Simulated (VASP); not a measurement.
# Ta2N: single point with PBEsol-based screened hybrid with 25 % exact exchange

The system is Ta2N.

```
Ta N
1.0
     3.11286    0.00000    0.00000
    -1.55643    2.69582    0.00000
     0.00000    0.00000    4.86984
Ta N
2 1
Direct
  0.33333 0.66667 0.25471
  0.66667 0.33333 0.74529
  0.00000 0.00000 0.00000
```

```yaml
Program: VASP 6.6.1
Task: single point
Functional: PBEsol-based screened hybrid with 25 % exact exchange
Potentials_or_basis: VASP PAW PBE potentials, release 64 (Ta_pv, N)
Cutoff: 520 eV
k_mesh: 5 × 5 × 3
Occupations: fermi-dirac, width 0.05 eV
Spin: no spin polarisation
Dipole_correction: no
Grid_for_exact_exchange_PRECFOCK: Normal
Share_of_exact_exchange: 0.25
Further_INCAR_settings: ALGO = Normal; EDIFF = 1e-06; NBANDS = 20
Screening_parameter: 0.207 1/Å
```

```
Pressure               : -13.1 GPa
Largest force          : 0.969 eV/Å
Band gap on the k mesh : zero (an odd number of electrons rules out a gap without spin polarisation)
```

Forces on the atoms (eV/Å):
```
Ta   0.000  0.000 -0.969
Ta   0.000  0.000  0.969
N    0.000  0.000  0.000
```

Stress tensor (GPa, compression positive):
```
-15.47   0.00   0.00
  0.00 -15.47   0.00
  0.00   0.00  -8.35
```

Levels at points of the mesh, in eV from the Fermi level:
```
           k point  band 10  band 11  band 12  band 13  band 14  band 15  band 16  band 17
(0.00, 0.00, 0.00)    -6.99    -5.87    -0.69    -0.17    -0.17     0.33     0.52     0.52
```

Run time: 13 min on 1 thread of AMD EPYC 9R45 96-Core Processor (Zen 5), with other jobs on the host, peak memory 0.25 GiB.

Caveat: the k points lie up to 0.47 Å⁻¹ apart, too coarse for converged energies and pressures of a metal; the PAW data sets were made with another functional, which shifts forces and pressure a little; spin-orbit coupling is left out, which moves the levels of the heavy elements.
